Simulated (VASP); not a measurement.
# GaSb (Immm) in VASP: a series of runs, part 2 of 2

VASP 6.6.1.

## (4) Single point, LDA

INCAR

```
ALGO = Normal
EDIFF = 1E-6
ENCUT = 520
ISIF = 2
ISMEAR = 0
LASPH = True
LCHARG = True
LELF = True
LREAL = False
LVHAR = True
LWAVE = False
NBANDS = 16
NELM = 60
PREC = Accurate
SIGMA = 0.15
```

KPOINTS

```
k-points
0
Gamma
  18 18 18
```

POSCAR

```
GaSb
1.0
   -1.5759166811      2.5055409662      2.8041297762
    1.5759166811     -2.5055409662      2.8041297762
    1.5759166811      2.5055409662     -2.8041297762
Ga Sb
1 1
Direct
    0.0000000000      0.0000000000      0.0000000000
    0.5000000000      0.5000000000      0.0000000000
```

Potentials or basis: VASP PAW LDA potentials, release 64 (Ga_d, Sb).

Started as:

```
> cat potpaw_LDA.64/Ga_d/POTCAR potpaw_LDA.64/Sb/POTCAR > POTCAR
> mpirun -np 1 vasp_std > vasp.out
```

OUTCAR:

```text
EDIFF = 1E-6
   ENCUT = 520
   ISIF = 2
   ISMEAR = 0
   LASPH = True
   LREAL = False
   NELM = 60
   PREC = Accurate

 ion  position               nearest neighbor table
   1  0.000  0.000  0.000-   2 2.80   2 2.80   2 2.96   2 2.96   2 2.96   2 2.96
   2  0.500  0.500  0.000-   1 2.80   1 2.80   1 2.96   1 2.96   1 2.96   1 2.96

  LATTYP: Found a body centered orthorhombic cell.
 ALAT       =     3.1518333622
 B/A-ratio  =     1.5898943112
 C/A-ratio  =     1.7793642328

  Lattice vectors:

 A1 = (  -1.5759166811,   2.5055409662,   2.8041297762)
 A2 = (   1.5759166811,  -2.5055409662,   2.8041297762)
 A3 = (   1.5759166811,   2.5055409662,  -2.8041297762)

Analysis of symmetry for initial positions (statically):
=====================================================================
 Subroutine PRICEL returns:
 Original cell was already a primitive cell.

 Routine SETGRP: Setting up the symmetry group for a
 body centered orthorhombic supercell.

 Subroutine GETGRP returns: Found  8 space group operations
 (whereof  8 operations were pure point group operations)
 out of a pool of  8 trial point group operations.

The static configuration has the point symmetry D_2h.

Analysis of symmetry for dynamics (positions and initial velocities):
=====================================================================
 Subroutine PRICEL returns:
 Original cell was already a primitive cell.

 Routine SETGRP: Setting up the symmetry group for a
 body centered orthorhombic supercell.

 Subroutine GETGRP returns: Found  8 space group operations
 (whereof  8 operations were pure point group operations)
 out of a pool of  8 trial point group operations.

The dynamic configuration has the point symmetry D_2h.

 Subroutine INISYM returns: Found  8 space group operations
 (whereof  8 operations are pure point group operations),
 and found     1 'primitive' translations

----------------------------------------------------------------------------------------

                                     Primitive cell

  volume of cell :      44.2887

  direct lattice vectors                    reciprocal lattice vectors
    -1.575916681  2.505540966  2.804129776     0.000000000  0.199557703  0.178308438
     1.575916681 -2.505540966  2.804129776     0.317275657  0.000000000  0.178308438
     1.575916681  2.505540966 -2.804129776     0.317275657  0.199557703  0.000000000

  length of vectors
     4.077302138  4.077302138  4.077302138     0.267613856  0.363947443  0.374816114

  position of ions in fractional coordinates (direct lattice)
     0.000000000  0.000000000  0.000000000
     0.500000000  0.500000000  0.000000000

  ion indices of the primitive-cell ions
   primitive index   ion index
                 1           1
                 2           2

----------------------------------------------------------------------------------------

 KPOINTS: k-points

Automatic generation of k-mesh.
 Grid dimensions read from file:
 generate k-points for:   18   18   18

 Generating k-lattice:

  Cartesian coordinates                     Fractional coordinates (reciprocal lattice)
     0.000000000  0.011086539  0.009906024     0.055555556  0.000000000 -0.000000000
     0.017626425  0.000000000  0.009906024    -0.000000000  0.055555556  0.000000000
     0.017626425  0.011086539  0.000000000    -0.000000000  0.000000000  0.055555556

  Length of vectors
     0.014867436  0.020219302  0.020823117

  Shift w.r.t. Gamma in fractional coordinates (k-lattice)
     0.000000000  0.000000000  0.000000000

 Subroutine IBZKPT returns following result:
 ===========================================

 Found    865 irreducible k-points:

 Following reciprocal coordinates:
            Coordinates               Weight
  0.000000  0.000000  0.000000      1.000000
  0.055556 -0.000000  0.000000      4.000000
  0.111111 -0.000000  0.000000      4.000000
  0.166667 -0.000000  0.000000      4.000000
  0.222222  0.000000 -0.000000      4.000000
  0.277778 -0.000000  0.000000      4.000000
[... 16 lines left out ...]
 -0.333333  0.055556  0.000000      8.000000
 -0.277778  0.055556  0.000000      8.000000
 [... further k-points ...]
   k-points           NKPTS =    865   k-points in BZ     NKDIM =    865   number of bands    NBANDS=     16
   number of dos      NEDOS =    301   number of ions     NIONS =      2
   total plane-waves  NPLWV =  27000
   dimension x,y,z NGX =    30 NGY =   30 NGZ =   30
   dimension x,y,z NGXF=    60 NGYF=   60 NGZF=   60
   ions per type =               1   1
   NGX,Y,Z   is equivalent  to a cutoff of  12.23, 12.23, 12.23 a.u.
   NGXF,Y,Z  is equivalent  to a cutoff of  24.46, 24.46, 24.46 a.u.
 SYSTEM =  unknown system
   PREC   = accura    normal or accurate (medium, high low for compatibility)
   ISTART =      0    job   : 0-new  1-cont  2-samecut
   ICHARG =      2    charge: 1-file 2-atom 10-const
   ISPIN  =      1    spin polarized calculation?
   LNONCOLLINEAR =      F non collinear calculations
   LSORBIT =      F    spin-orbit coupling
   LASPH  =      T    aspherical Exc in radial PAW
   ENCUT  =  520.0 eV  38.22 Ry    6.18 a.u.   7.58  7.58  7.58*2*pi/ulx,y,z
   NELM   =     60;   NELMIN=  2; NELMDL= -5     # of ELM steps
   EDIFF  = 0.1E-05   stopping-criterion for ELM
   LREAL  =      F    real-space projection
   EDIFFG = 0.1E-04   stopping-criterion for IOM
   NSW    =      0    number of steps for IOM
   IBRION =     -1    ionic relax: 0-MD 1-quasi-New 2-CG
   NFREE  =      0    steps in history (QN), initial steepest desc. (CG)
   ISIF   =      2    stress and relaxation
   ISYM   =      2    0-nonsym 1-usesym 2-fastsym
   POTIM  = 0.5000    time-step for ionic-motion
   TEBEG  =    0.0;   TEEND  =   0.0 temperature during run
   PSTRESS=    0.0 pullay stress
   NELECT =      18.0000    total number of electrons
   NUPDOWN=      -1.0000    fix difference up-down
   EMIN   =  10.00;   EMAX   =-10.00  energy-range for DOS
   EFERMI =   0.00;   METHOD = LEGACY
   ISMEAR =     0;   SIGMA  =   0.15  broadening in eV -4-tet -1-fermi 0-gaus
   EFERMI_NEDOS =   21; number of points for ismear=-14 and -15
   IALGO  =     38    algorithm
   IMIX   =      4    mixing-type and parameters
     AMIX     =   0.40;   BMIX     =  1.00
     AMIX_MAG =   1.60;   BMIX_MAG =  1.00
  volume/ion in A,a.u.               =      22.14       149.44
  Fermi-wavevector in a.u.,A,eV,Ry     =   1.212648  2.291572 20.007570  1.470515
  Thomas-Fermi vector in A             =   2.348125
   LORBIT       =      0    0 simple, 1 ext, 2 COOP (PROOUT), +10 PAW based schemes
   GGA     = CA    functional components
   LHFCALC =     F    Hartree Fock is set to
   AEXX    =    0.0000 exact exchange contribution
   IVDW    =     0    specifies the selected vdW correction
   LEPSILON=     F    determine dielectric tensor
   LRPA    =     F    only Hartree local field effects (RPA)
 non-spin polarized calculation
 Gauss-broadening in eV      SIGMA  =   0.15
  energy-cutoff  :      520.00
  volume of cell :       44.29
 maximum number of plane-waves:      1210
   NGX = 15   NGY = 15   NGZ = 15

 number of electron      17.9999999 magnetization

 Free energy of the ion-electron system (eV)
  ---------------------------------------------------
  ext. energy  EPLUGINS =         0.00000000
  ---------------------------------------------------
  free energy    TOTEN  =        -8.37887043 eV

  energy without entropy =       -8.36986030  energy(sigma->0) =       -8.37436537

 E-fermi :   7.3771     XC(G=0): -10.8549

 val. band max:        7.3670457946   @ k =   0.3889  -0.2222   0.2222
 cond. band min:       7.3785195521   @ k =  -0.3333   0.5000   0.1111
 fundamental gap:      0.0114737575
 Fermi energy:         7.3770703284

 k-point     1 :       0.0000    0.0000    0.0000
  band No.  band energies     occupation
      1      -7.7264      2.00000
      2      -7.6450      2.00000
      3      -7.6439      2.00000
      4      -7.6307      2.00000
      5      -7.5928      2.00000
      6      -5.2089      2.00000
[... 8 lines left out ...]
     15      16.6234      0.00000
     16      17.3671      0.00000
[... 419 lines left out ...]
 k-point    24 :      -0.2778    0.0556    0.0000
  band No.  band energies     occupation
      1      -7.7192      2.00000
      2      -7.6585      2.00000
      3      -7.6364      2.00000
      4      -7.6332      2.00000
      5      -7.5924      2.00000
      6      -4.5345      2.00000
[... 8 lines left out ...]
     15      16.7163      0.00000
     16      17.6762      0.00000

 [... further k-points ...]

------------------------ aborting loop because EDIFF is reached ----------------------------------------

  FORCE on cell =-STRESS in cart. coord.  units (eV):
  Direction    XX          YY          ZZ          XY          YZ          ZX
  --------------------------------------------------------------------------------------
  -------------------------------------------------------------------------------------
  Total        0.0571620      0.0648551     -0.0225997      0.0000000      0.0000000      0.0000000
  in kB        2.0678778      2.3461845     -0.8175623      0.0000000      0.0000000      0.0000000
  external PRESSURE =       1.1988333 kB  Pullay stress =       0.0000000 kB

 VOLUME and BASIS-vectors are now :
 -----------------------------------------------------------------------------
  energy-cutoff  :      520.00
  volume of cell :       44.29
      direct lattice vectors                 reciprocal lattice vectors
    -1.575916681  2.505540966  2.804129776     0.000000000  0.199557703  0.178308438
     1.575916681 -2.505540966  2.804129776     0.317275657  0.000000000  0.178308438
     1.575916681  2.505540966 -2.804129776     0.317275657  0.199557703  0.000000000

 POSITION                                       TOTAL-FORCE (eV/Angst)
 -----------------------------------------------------------------------------------
      0.00000      0.00000      0.00000        -0.000000      0.000000      0.000000
      0.00000      0.00000      2.80413         0.000000     -0.000000     -0.000000
 -----------------------------------------------------------------------------------
    total drift:                                0.000000      0.000000      0.000000

  FREE ENERGIE OF THE ION-ELECTRON SYSTEM (eV)
  ---------------------------------------------------
  free  energy   TOTEN  =        -8.3788704316 eV

  energy  without entropy=       -8.3698602995  energy(sigma->0) =       -8.37436537
```

OSZICAR:

```text
N       E                     dE             d eps       ncg     rms          rms(c)
DAV:   1     0.786253239599E+02    0.78625E+02   -0.86142E+03 28568   0.151E+03
DAV:   2    -0.254664175143E+01   -0.81172E+02   -0.78263E+02 32344   0.303E+02
DAV:   3    -0.832324801763E+01   -0.57766E+01   -0.57496E+01 33752   0.624E+01
DAV:   4    -0.841649382917E+01   -0.93246E-01   -0.93231E-01 34128   0.874E+00
DAV:   5    -0.841863072152E+01   -0.21369E-02   -0.21368E-02 35744   0.120E+00    0.276E+00
DAV:   6    -0.838838630545E+01    0.30244E-01   -0.42993E-02 36352   0.363E+00    0.155E+00
DAV:   7    -0.837937424334E+01    0.90121E-02   -0.10905E-02 42712   0.124E+00    0.263E-01
DAV:   8    -0.837888395448E+01    0.49029E-03   -0.13687E-03 36832   0.517E-01    0.314E-02
DAV:   9    -0.837887059830E+01    0.13356E-04   -0.64394E-05 32680   0.636E-02    0.153E-02
DAV:  10    -0.837887043156E+01    0.16675E-06   -0.56392E-06 36776   0.209E-02
   1 F= -.83788704E+01 E0= -.83743654E+01  d E =-.901013E-02
```

Run time: 14 min. Hardware: 1 thread of Intel Xeon Platinum 8259CL at 2.50GHz (Skylake/Cascade Lake), shared host; peak memory 0.68 GiB.

What came out:

| Quantity | Value |
| --- | --- |
| Free energy | -8.3789 eV |
| Pressure | 0.1 GPa |
| Band gap on the k mesh | zero (bands 9 and 10 overlap by 5.97 eV) |

Stress tensor (GPa, compression positive):
```
 0.21  0.00  0.00
 0.00  0.23  0.00
 0.00  0.00 -0.08
```

Caveat: spin-orbit coupling is left out, which moves the levels of the heavy elements.

## (5) The runs side by side

| k mesh | smearing | gap on the mesh (eV) | pressure (GPa) |
| --- | --- | --- | --- |
| 16 × 16 × 16 | gaussian 0.1 eV | none | 0.1 |
| 16 × 16 × 16 | gaussian 0.15 eV | none | 0.1 |
| 18 × 18 × 18 | gaussian 0.15 eV | none | 0.1 |

Alike in all rows: task single point; level LDA; potentials or basis VASP PAW LDA potentials, release 64 (Ga_d, Sb); no spin polarisation; cell as given; cutoff (eV) 520.

Caveats: spin-orbit coupling is left out, which moves the levels of the heavy elements.

Total energies depend on the potentials used, so only differences within one code and one set of settings carry meaning.
